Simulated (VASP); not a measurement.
Wanted: the native input for a VASP 6.6.1 run.

```yaml
Task: single point
Functional: LDA
Potentials_or_basis: VASP PAW LDA potentials, release 64 (Mg_sv, O)
Cutoff: 840 eV
k_mesh: 8 × 8 × 8
Occupations: gaussian, width 0.1 eV
Spin: no spin polarisation
Dipole_correction: no
Further_INCAR_settings: ALGO = Normal; EDIFF = 1e-06; NBANDS = 15
```

The structure of MgO lies in POSCAR:

```
MgO
1.0
    0.0000000000      2.0970013900      2.0970013900
    2.0970013900      0.0000000000      2.0970013900
    2.0970013900      2.0970013900      0.0000000000
Mg O
1 1
Direct
    0.0000000000      0.0000000000      0.0000000000
    0.5000000000      0.5000000000      0.5000000000
```

These files were run (other wordings do the same):

INCAR

```
SYSTEM = MgO
  PREC = Accurate
  ENCUT = 840
  EDIFF = 1E-6
  ISMEAR = 0
  SIGMA = 0.1
  LREAL = .FALSE.
  LASPH = .TRUE.
  NELM = 120
  ALGO = Normal
  ISIF = 2
  LWAVE = .FALSE.
  LCHARG = .FALSE.
  GGA = CA
  NBANDS = 15
  GGA_COMPAT = .FALSE.
```

KPOINTS

```
regular mesh
0
G
  8 8 8
  0 0 0
```

Potentials or basis: VASP PAW LDA potentials, release 64 (Mg_sv, O).

Command:

```console
$ cat potpaw_LDA.64/Mg_sv/POTCAR potpaw_LDA.64/O/POTCAR > POTCAR
$ mpirun -np 1 vasp_std > vasp.out
```

It gave:

- Pressure: -3.6 GPa
- Band gap on the k mesh: 4.79 eV

Caveat: the cell stands under tension.

It took 14 s on 1 thread of Intel(R) Xeon(R) Platinum 8259CL CPU @ 2.50GHz (Skylake/Cascade Lake), on a shared host, peak memory 0.14 GiB.
